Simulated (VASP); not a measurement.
Input of a VASP 6.6.1 run:

File INCAR:

```
ALGO     = Normal         # electronic algorithm
EDIFF    = 1E-6           # SCF threshold, eV
ENCUT    = 520            # plane-wave cutoff, eV
GGA      = PS             # functional
ISIF     = 2              # what is computed and relaxed
ISMEAR   = -1             # smearing method
LASPH    = T              # aspherical terms in the spheres
LCHARG   = F              # write CHGCAR
LREAL    = F              # projectors in reciprocal space
LWAVE    = F              # write WAVECAR
NBANDS   = 32             # bands
NELM     = 80             # most SCF steps
PREC     = Accurate       # precision mode
SIGMA    = 0.05           # smearing width, eV
```

File KPOINTS:

```
k-points
0
Gamma
  5 5 5
```

The input POSCAR:

```
Zr3S2
1.0
    2.9605887322      1.7092967015      3.4877732718
   -2.9605887322      1.7092967015      3.4877732718
    0.0000000000     -3.4185934029      3.4877732718
Zr S
3 2
Direct
    0.8387270000      0.5000000000      0.1612730000
    0.5000000000      0.1612730000      0.8387270000
    0.1612730000      0.8387270000      0.5000000000
    0.6650230000      0.6650230000      0.6650230000
    0.3349770000      0.3349770000      0.3349770000
```

Potentials or basis: VASP PAW PBE potentials, release 64 (Zr_sv, S).

Run with:

```console
$ cat potpaw_PBE.64/Zr_sv/POTCAR potpaw_PBE.64/S/POTCAR > POTCAR
$ mpirun -np 1 vasp_std > vasp.out
```

(1) Estimate the pressure.

(2) What does it give for the largest force?

## Answers

(1) -8.8 GPa.

(2) 0.244 eV/Å.

Caveat: the PAW data sets were made with another functional, which shifts forces and pressure a little.
